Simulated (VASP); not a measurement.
# Hf: single point with r2SCAN

Hf:

```xyz
2
Lattice="3.0640 0.0000 0.0000 -1.5320 2.6535 0.0000 0.0000 0.0000 4.8417" Properties=species:S:1:pos:R:3 pbc="T T T"
Hf    0.0000    1.7690    1.2104
Hf    1.5320    0.8845    3.6313
```

This cell differs from its parent crystal: volume scaled by 0.880.

```
Program             : VASP 6.6.1
Task                : single point
Functional          : r2SCAN
Potentials or basis : VASP PAW PBE potentials, release 64 (Hf_pv)
Cutoff              : 520 eV
k mesh              : 16 × 16 × 10
Occupations         : gaussian, width 0.05 eV
Spin                : no spin polarisation
```

```yaml
Pressure: 16.8 GPa
Band_gap_on_the_k_mesh: zero (band 10 reaches 7.10 eV, above the bottom of band 11 at 5.33 eV)
```

Stress tensor (GPa, compression positive):
```
16.87  0.00  0.00
 0.00 16.87  0.00
 0.00  0.00 16.56
```

Levels at points of the mesh, in eV from the Fermi level:
```
           k point  band 6  band 7  band 8  band 9  band 10  band 11  band 12  band 13  band 14  band 15
(0.00, 0.00, 0.00)  -30.86   -8.16   -4.28    0.97     1.34     1.34     1.72     2.38     2.38     3.20
(0.50, 0.00, 0.00)  -31.00   -3.70   -3.38   -2.78    -0.74     0.92     1.12     2.09     7.10     7.71
(0.00, 0.00, 0.50)  -30.96   -5.85   -5.85    0.11     0.11     1.23     1.23     1.23     1.23     5.82
(0.50, 0.00, 0.50)  -31.16   -3.98   -3.98   -1.26    -1.26     1.58     1.58     3.17     3.17     7.29
```

It took 3.6 min on 1 thread of Intel Xeon 6975P-C, on a shared host, peak memory 0.24 GiB.

Caveat: the PAW data sets were made with another functional, which shifts forces and pressure a little; spin-orbit coupling is left out, which moves the levels of the heavy elements.
